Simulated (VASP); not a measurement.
# GaN (P6_3mc) in VASP: notebook

GaN is run at these levels: PBE; tasks: single point.

Program: VASP 6.6.1. These are calculated values, not measurements. Logs are shortened: lines on timing, memory, paths and dates and some standing lists are left out, and cuts for length are marked.

## (1) The cell of the first run

It takes space group P6_3mc (No. 186, hexagonal). The conventional cell has a = 3.183 Å, b = 3.183 Å, c = 5.184 Å, α = 90.00°, β = 90.00°, γ = 120.00°. Within 2.6 Å of Ga (site symmetry 3m) lie 4 N at 1.95 Å. N (site symmetry 3m) has 4 Ga at 1.95 Å within 2.6 Å.

## (2) Single point, PBE

Input file INCAR:

```
PREC = Accurate ; ENCUT = 520
EDIFF = 1E-7 ; ISMEAR = -1
SIGMA = 0.02 ; LREAL = F
LASPH = T ; NELM = 80
ALGO = Normal ; ISIF = 2
LWAVE = F ; LCHARG = F
GGA = PE ; NBANDS = 26
```

Input file KPOINTS:

```
regular mesh
0
Gamma
  12 12 6
```

Input file POSCAR:

```
GaN
1.0
    3.1831493761      0.0000000000      0.0000000000
   -1.5915746880      2.7566882238      0.0000000000
    0.0000000000      0.0000000000      5.1836252293
Ga N
2 2
Direct
    0.3333333333      0.6666666667     -0.0008868111
    0.6666666667      0.3333333333      0.4991131889
    0.3333333333      0.6666666667      0.3758868111
    0.6666666667      0.3333333333      0.8758868111
```

Potentials or basis: VASP PAW PBE potentials, release 64 (Ga_d, N).

Run with:

```console
cat potpaw_PBE.64/Ga_d/POTCAR potpaw_PBE.64/N/POTCAR > POTCAR
mpirun -np 1 vasp_std > vasp.out
```

OUTCAR:

```text
PREC = Accurate
   ENCUT = 520
   EDIFF = 1E-7
   ISMEAR = -1
   LREAL = F
   LASPH = T
   NELM = 80
   ISIF = 2
   GGA = PE

 ion  position               nearest neighbor table
   1  0.333  0.667  0.999-   4 1.95   4 1.95   4 1.95   3 1.95
   2  0.667  0.333  0.499-   3 1.95   3 1.95   3 1.95   4 1.95
   3  0.333  0.667  0.376-   2 1.95   2 1.95   2 1.95   1 1.95
   4  0.667  0.333  0.876-   1 1.95   1 1.95   1 1.95   2 1.95

  LATTYP: Found a hexagonal cell.
 ALAT       =     3.1831493761
 C/A-ratio  =     1.6284580511

  Lattice vectors:

 A1 = (   3.1831493761,   0.0000000000,   0.0000000000)
 A2 = (  -1.5915746880,   2.7566882238,   0.0000000000)
 A3 = (   0.0000000000,   0.0000000000,   5.1836252293)

Analysis of symmetry for initial positions (statically):
=====================================================================
 Subroutine PRICEL returns:
 Original cell was already a primitive cell.

 Routine SETGRP: Setting up the symmetry group for a
 hexagonal supercell.

 Subroutine GETGRP returns: Found 12 space group operations
 (whereof  6 operations were pure point group operations)
 out of a pool of 24 trial point group operations.

The static configuration has the point symmetry C_3v.
 The point group associated with its full space group is C_6v.

Analysis of symmetry for dynamics (positions and initial velocities):
=====================================================================
 Subroutine PRICEL returns:
 Original cell was already a primitive cell.

 Routine SETGRP: Setting up the symmetry group for a
 hexagonal supercell.

 Subroutine GETGRP returns: Found 12 space group operations
 (whereof  6 operations were pure point group operations)
 out of a pool of 24 trial point group operations.

The dynamic configuration has the point symmetry C_3v.
 The point group associated with its full space group is C_6v.

 Subroutine INISYM returns: Found 12 space group operations
 (whereof  6 operations are pure point group operations),
 and found     1 'primitive' translations

----------------------------------------------------------------------------------------

                                     Primitive cell

  volume of cell :      45.4861

[... 87 lines left out ...]
   LNONCOLLINEAR =      F non collinear calculations
   LSORBIT =      F    spin-orbit coupling
   LASPH  =      T    aspherical Exc in radial PAW
   ENCUT  =  520.0 eV  38.22 Ry    6.18 a.u.   5.92  5.92  9.64*2*pi/ulx,y,z
   NELM   =     80;   NELMIN=  2; NELMDL= -5     # of ELM steps
   EDIFF  = 0.1E-06   stopping-criterion for ELM
   LREAL  =      F    real-space projection
   EDIFFG = 0.1E-05   stopping-criterion for IOM
   NSW    =      0    number of steps for IOM
   IBRION =     -1    ionic relax: 0-MD 1-quasi-New 2-CG
   NFREE  =      0    steps in history (QN), initial steepest desc. (CG)
   ISIF   =      2    stress and relaxation
   ISYM   =      2    0-nonsym 1-usesym 2-fastsym
   POTIM  = 0.5000    time-step for ionic-motion
   TEBEG  =    0.0;   TEEND  =   0.0 temperature during run
   PSTRESS=    0.0 pullay stress
   NELECT =      36.0000    total number of electrons
   NUPDOWN=      -1.0000    fix difference up-down
   EMIN   =  10.00;   EMAX   =-10.00  energy-range for DOS
   EFERMI =   0.00;   METHOD = LEGACY
   ISMEAR =    -1;   SIGMA  =   0.02  broadening in eV -4-tet -1-fermi 0-gaus
   EFERMI_NEDOS =   21; number of points for ismear=-14 and -15
   IALGO  =     38    algorithm
   IMIX   =      4    mixing-type and parameters
     AMIX     =   0.40;   BMIX     =  1.00
     AMIX_MAG =   1.60;   BMIX_MAG =  1.00
  volume/ion in A,a.u.               =      11.37        76.74
  Fermi-wavevector in a.u.,A,eV,Ry     =   1.514315  2.861641 31.200201  2.293150
  Thomas-Fermi vector in A             =   2.623989
   LORBIT       =      0    0 simple, 1 ext, 2 COOP (PROOUT), +10 PAW based schemes
   GGA     = PE    functional components
   LHFCALC =     F    Hartree Fock is set to
   AEXX    =    0.0000 exact exchange contribution
   IVDW    =     0    specifies the selected vdW correction
   LEPSILON=     F    determine dielectric tensor
   LRPA    =     F    only Hartree local field effects (RPA)
 non-spin polarized calculation
  energy-cutoff  :      520.00
  volume of cell :       45.49
 maximum number of plane-waves:      1248
 NGX is ok and might be reduce to    24
   NGX = 11   NGY = 11   NGZ = 19

 number of electron      35.9999993 magnetization

 Free energy of the ion-electron system (eV)
  ---------------------------------------------------
  ext. energy  EPLUGINS =         0.00000000
  ---------------------------------------------------
  free energy    TOTEN  =       -24.29726792 eV

  energy without entropy =      -24.29726792  energy(sigma->0) =      -24.29726792

 E-fermi :   5.8224     XC(G=0): -11.6932

 val. band max:        5.3664747313   @ k =   0.0000   0.0000   0.0000
 cond. band min:       7.3083396509   @ k =   0.0000   0.0000   0.0000
 fundamental gap:      1.9418649196
 Fermi energy:         5.8223891731

 k-point     1 :       0.0000    0.0000    0.0000
  band No.  band energies     occupation
      1     -10.6503      2.00000
      2      -9.7152      2.00000
      3      -8.0745      2.00000
      4      -8.0593      2.00000
      5      -8.0593      2.00000
      6      -7.9972      2.00000
[... 685 lines left out ...]
     25      16.7317      0.00000
     26      18.5219      0.00000

 [... further k-points ...]

------------------------ aborting loop because EDIFF is reached ----------------------------------------

  FORCE on cell =-STRESS in cart. coord.  units (eV):
  Direction    XX          YY          ZZ          XY          YZ          ZX
  --------------------------------------------------------------------------------------
  -------------------------------------------------------------------------------------
  Total        1.7588649      1.7588649      1.7948801      0.0000000      0.0000000      0.0000000
  in kB       61.9533519     61.9533519     63.2219309      0.0000000      0.0000000      0.0000000
  external PRESSURE =      62.3762116 kB  Pullay stress =       0.0000000 kB

 VOLUME and BASIS-vectors are now :
 -----------------------------------------------------------------------------
  energy-cutoff  :      520.00
  volume of cell :       45.49
      direct lattice vectors                 reciprocal lattice vectors
     3.183149376  0.000000000  0.000000000     0.314154280  0.181377058  0.000000000
    -1.591574688  2.756688224  0.000000000     0.000000000  0.362754116  0.000000000
     0.000000000  0.000000000  5.183625229     0.000000000  0.000000000  0.192915181

 POSITION                                       TOTAL-FORCE (eV/Angst)
 -----------------------------------------------------------------------------------
     -0.00000      1.83779      5.17903         0.000000      0.000000      0.004534
      1.59157      0.91890      2.58722        -0.000000      0.000000      0.004534
     -0.00000      1.83779      1.94846         0.000000     -0.000000     -0.004534
      1.59157      0.91890      4.54027        -0.000000      0.000000     -0.004534
 -----------------------------------------------------------------------------------
    total drift:                               -0.000001     -0.000001     -0.001090

  FREE ENERGIE OF THE ION-ELECTRON SYSTEM (eV)
  ---------------------------------------------------
  free  energy   TOTEN  =       -24.2972679213 eV

  energy  without entropy=      -24.2972679213  energy(sigma->0) =      -24.29726792
```

stdout:

```text
POSCAR found type information on POSCAR GaN
 POSCAR found :  2 types and       4 ions
 scaLAPACK will be used
 LDA part: xc-table for (Slater+PW92), standard interpolation
 POSCAR, INCAR and KPOINTS ok, starting setup
 FFT: planning ... GRIDC
 FFT: planning ... GRID_SOFT
 FFT: planning ... GRID
 WAVECAR not read
 entering main loop
```

Run time: 51 s. Hardware: 1 thread of Intel Xeon 6975P-C (Granite Rapids), shared host; peak memory 0.2 GiB.

What came out:

```
Free energy            : -24.2973 eV
Pressure               : 6.2 GPa
Largest force          : 0.005 eV/Å
Band gap on the k mesh : 1.94 eV
```

Forces on the atoms (eV/Å):
```
Ga   0.000  0.000  0.005
Ga   0.000  0.000  0.005
N    0.000  0.000 -0.005
N    0.000  0.000 -0.005
```

Stress tensor (GPa, compression positive):
```
6.20 0.00 0.00
0.00 6.20 0.00
0.00 0.00 6.32
```

Levels at points of the mesh, in eV from the valence-band top:
```
           k point  band 16  band 17  band 18  band 19  band 20  band 21
(0.00, 0.00, 0.00)    -0.04     0.00     0.00     1.94     4.28     9.22
(0.50, 0.00, 0.00)    -2.75    -2.21    -1.00     5.08     5.59     6.06
(0.00, 0.00, 0.50)    -0.53    -0.53    -0.53     4.28     4.28     8.49
(0.50, 0.00, 0.50)    -1.95    -1.90    -1.90     4.42     4.42     7.79
```

Caveat: the cell stands under pressure.

## (3) Single point, PBE (epitaxial xy strain +3.0%)

Input file INCAR:

```
PREC = Accurate
ENCUT = 520
EDIFF = 1E-6
ISMEAR = -1
SIGMA = 0.02
LREAL = False
LASPH = True
NELM = 80
ALGO = Normal
ISIF = 2
LWAVE = False
LCHARG = True
GGA = PE
LELF = True
LVHAR = True
NBANDS = 26
```

Input file KPOINTS:

```
Automatic mesh
0
Gamma
  12 12 6
```

Input file POSCAR:

```
GaN
1.0
    3.2786438574      0.0000000000      0.0000000000
   -1.6393219287      2.8393888705      0.0000000000
    0.0000000000      0.0000000000      5.1107055822
Ga N
2 2
Direct
    0.3333333333      0.6666666667     -0.0042250520
    0.6666666667      0.3333333333      0.4957749480
    0.3333333333      0.6666666667      0.3792250520
    0.6666666667      0.3333333333      0.8792250520
```

Potentials or basis: VASP PAW PBE potentials, release 64 (Ga_d, N).

Run with:

```console
cat potpaw_PBE.64/Ga_d/POTCAR potpaw_PBE.64/N/POTCAR > POTCAR
mpirun -np 1 vasp_std > vasp.out
```

It took 33 s on 1 thread of Intel Xeon 6975P-C (Granite Rapids), shared host; peak memory 0.21 GiB.

Results (log left out):

```yaml
Free_energy: -24.2741 eV
Pressure: -1.8 GPa
Largest_force: 0.026 eV/Å
Band_gap_on_the_k_mesh: 1.56 eV
```

Forces on the atoms (eV/Å):
```
Ga   0.000  0.000 -0.026
Ga   0.000  0.000 -0.026
N    0.000  0.000  0.026
N    0.000  0.000  0.026
```

Stress tensor (GPa, compression positive):
```
-5.64  0.00  0.00
 0.00 -5.64  0.00
 0.00  0.00  6.02
```

Levels at points of the mesh, in eV from the valence-band top:
| k point | band 16 | band 17 | band 18 | band 19 | band 20 | band 21 |
| --- | --- | --- | --- | --- | --- | --- |
| (0.00, 0.00, 0.00) | -0.18 | -0.18 | 0.00 | 1.56 | 3.42 | 9.19 |
| (0.50, 0.00, 0.00) | -2.89 | -2.13 | -1.07 | 4.52 | 5.19 | 6.19 |
| (0.00, 0.00, 0.50) | -0.74 | -0.74 | -0.74 | 3.74 | 3.74 | 8.32 |
| (0.50, 0.00, 0.50) | -2.06 | -1.71 | -1.71 | 4.26 | 4.26 | 7.44 |

Caveat: the cell differs from its parent crystal (epitaxial xy strain +3.0%).
